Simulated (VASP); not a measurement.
Wanted: the native input for a VASP 6.6.1 run.

* Task: single point
* Functional: LDA
* Potentials or basis: VASP PAW LDA potentials, release 64 (Zr_sv, C)
* Cutoff: 520 eV
* k mesh: 16 × 16 × 16
* Occupations: gaussian, width 0.15 eV
* Spin: no spin polarisation
* Dipole correction: no
* Further INCAR settings: ALGO = Normal; EDIFF = 1e-06; NBANDS = 15

The structure of ZrC lies in POSCAR:

```
ZrC
1.0
    0.0000000000      2.3207286109      2.3207286109
    2.3207286109      0.0000000000      2.3207286109
    2.3207286109      2.3207286109      0.0000000000
Zr C
1 1
Direct
    0.4983745445      0.5016254555      0.5081329510
    0.0123452608     -0.0123452608     -0.0617693940
```

This cell differs from its parent crystal: atoms displaced along several vibrational modes.

One way to write it, as run:

INCAR

```
SYSTEM = ZrC
  PREC = Accurate
  ENCUT = 520
  EDIFF = 1E-6
  ISMEAR = 0
  SIGMA = 0.15
  LREAL = .False.
  LASPH = .True.
  NELM = 60
  ALGO = Normal
  ISIF = 2
  LWAVE = .False.
  LCHARG = .False.
  NBANDS = 15
```

KPOINTS

```
regular mesh
0
Gamma
  16 16 16
  0 0 0
```

Potentials or basis: VASP PAW LDA potentials, release 64 (Zr_sv, C).

The run is started by

```bash
$ cat potpaw_LDA.64/Zr_sv/POTCAR potpaw_LDA.64/C/POTCAR > POTCAR
$ mpirun -np 1 vasp_std > vasp.out
```

Results of the run:

```
Pressure               : 5.4 GPa
Largest force          : 1.880 eV/Å
Band gap on the k mesh : zero (bands 8 and 9 overlap by 0.13 eV)
```

Caveat: the cell differs from its parent crystal (atoms displaced along several vibrational modes); the stress differs along the axes, from -1 to 12 GPa; forces of over 1 eV/Å act on the atoms, so gaps and moduli don't describe the material at rest.

Wall time 5.7 min on 1 thread of AMD EPYC 7R43 64-Core Processor (Zen 3) (shared host), peak memory 0.44 GiB.
